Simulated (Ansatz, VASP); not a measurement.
## Ga in VASP and in Ansatz

The input INCAR:

```
SYSTEM = Ga
ALGO = Fast
EDIFF = 1E-6
ENCUT = 520
GGA = PE
ISIF = 2
ISMEAR = -1
LASPH = .True.
LCHARG = .False.
LREAL = .False.
LWAVE = .False.
NBANDS = 20
NELM = 60
PREC = Accurate
SIGMA = 0.05
```

KPOINTS

```
k-points
0
Gamma
  10 10 8
  0 0 0
```

POSCAR

```
Ga
1.0
    1.4500000000     -4.0650000000      0.0000000000
    1.4500000000      4.0650000000      0.0000000000
    0.0000000000      0.0000000000      3.1700000000
Ga
2
Direct
    0.1426510000      0.8836200000      0.7521610000
    0.8630400000      0.1461870000      0.2619770000
```

Contents of input.yaml:

```yaml
crystal:
  lattice:
    - [1.45, -4.065, 0.0]
    - [1.45, 4.065, 0.0]
    - [0.0, 0.0, 3.17]
  atoms:
    - { symbol: Ga, position: [0.142651, 0.88362, 0.752161] }
    - { symbol: Ga, position: [0.86304, 0.146187, 0.261977] }
kpoints:
  mp_grid: { grid: [10, 10, 8] }
scf:
  occupations: { method: fermi_dirac, width: 0.05 }
hamiltonian:
  xc: pbe
  pseudopotentials: { kind: all_electron, lapw: { basis_error: 0.001 } }
output:
  forces: true
  stress: true
  eigenvalues: true
  populations: true
```

Change from the starting cell: atoms moved at random, drawn with an rms of 0.05 Å.

Alike in both runs: task single point; functional PBE; k mesh 10 × 10 × 8; occupations fermi-dirac, width 0.05 eV; no spin polarisation.

|  | VASP | Ansatz |
| --- | --- | --- |
| version | VASP 6.6.1 | Ansatz 0.2.0 |
| potentials or method | VASP PAW PBE potentials, release 64 (Ga_d), cutoff 520 eV | all-electron LAPW, scalar-relativistic |

VASP gave:

```
gap on the k mesh at the Fermi level (eV)                     : none
pressure (GPa)                                                : 1.7
traceless stress, the component that is largest in VASP (GPa) : -1.25
rms of the force components (eV/Å)                            : 0.034
```

**Question.** What did Ansatz give for the same quantities?

**Answer.** gap on the k mesh at the Fermi level (eV): none; pressure (GPa): 1.5; traceless stress, the component that is largest in VASP (GPa): -1.24; rms of the force components (eV/Å): 0.034.

Atom by atom the forces differ by 0.001 eV/Å (rms over components). A gap of «none» marks a metal or a gap that the smearing closes. Ansatz ran all-electron here, and VASP with PAW potentials.
